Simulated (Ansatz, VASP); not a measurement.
## NiO in VASP and in Ansatz

File INCAR:

```
  PREC = Accurate
  ENCUT = 520
  EDIFF = 1E-7
  ISMEAR = -1
  SIGMA = 0.03
  LREAL = False
  LASPH = True
  NELM = 150
  ALGO = Normal
  ISIF = 2
  LWAVE = False
  LCHARG = False
  ISPIN = 2
  MAGMOM = 1.5 0
  LORBIT = 11
  LMAXMIX = 4
  GGA = PE
  NBANDS = 19
```

KPOINTS

```
regular mesh
0
Gamma
  16 16 16
```

File POSCAR:

```
NiO
1.0
    0.0000000000      2.1084809203      2.1084809203
    2.1084809203      0.0000000000      2.1084809203
    2.1084809203      2.1084809203      0.0000000000
Ni O
1 1
Direct
    0.0000000000      0.0000000000      0.0000000000
    0.5000000000      0.5000000000      0.5000000000
```

Input for Ansatz:

```yaml
crystal:
  lattice:
    - [0.0, 2.1084809203, 2.1084809203]
    - [2.1084809203, 0.0, 2.1084809203]
    - [2.1084809203, 2.1084809203, 0.0]
  atoms:
    - { symbol: Ni, position: [0.0, 0.0, 0.0], spin: 1.5 }
    - { symbol: O, position: [0.5, 0.5, 0.5] }
magnetization:
  spin_polarized: true
kpoints:
  mp_grid: { grid: [16, 16, 16] }
  band_path:
    path:
      - [0.0, 0.0, 0.0]
      - [0.5, 0.0, 0.5]
      - [0.625, 0.25, 0.625]
      - [0.375, 0.375, 0.75]
      - [0.0, 0.0, 0.0]
      - [0.5, 0.5, 0.5]
      - [0.5, 0.25, 0.75]
      - [0.5, 0.0, 0.5]
    npoints: 5
scf:
  occupations: { method: fermi_dirac, width: 0.03 }
hamiltonian:
  xc: pbe
  pseudopotentials:
    kind: all_electron
    lapw: { basis_error: 0.001 }
    relativity: none
output:
  forces: true
  stress: true
  eigenvalues: true
```

Alike in both runs: task single point; functional PBE; k mesh 16 × 16 × 16; occupations fermi-dirac, width 0.03 eV; collinear spin.

```csv
,VASP,Ansatz
version,VASP 6.6.1,Ansatz 0.2.0
potentials or method,"VASP PAW PBE potentials, release 64 (Ni, O), cutoff 520 eV","all-electron LAPW, non-relativistic"
```

Ansatz gave:

```
pressure (GPa)                                                : 1.4
net moment per atom (μB)                                      : 0.91
size of the moment on the site where the two differ most (μB) : 1.50
```

Problem. What did VASP give for the same quantities?

Solution. Pressure (GPa): -0.4; net moment per atom (μB): 0.89; size of the moment on the site where the two differ most (μB): 1.46.

Site moments also hang on the region over which each program counts them. Ansatz ran all-electron here, and VASP with PAW potentials.
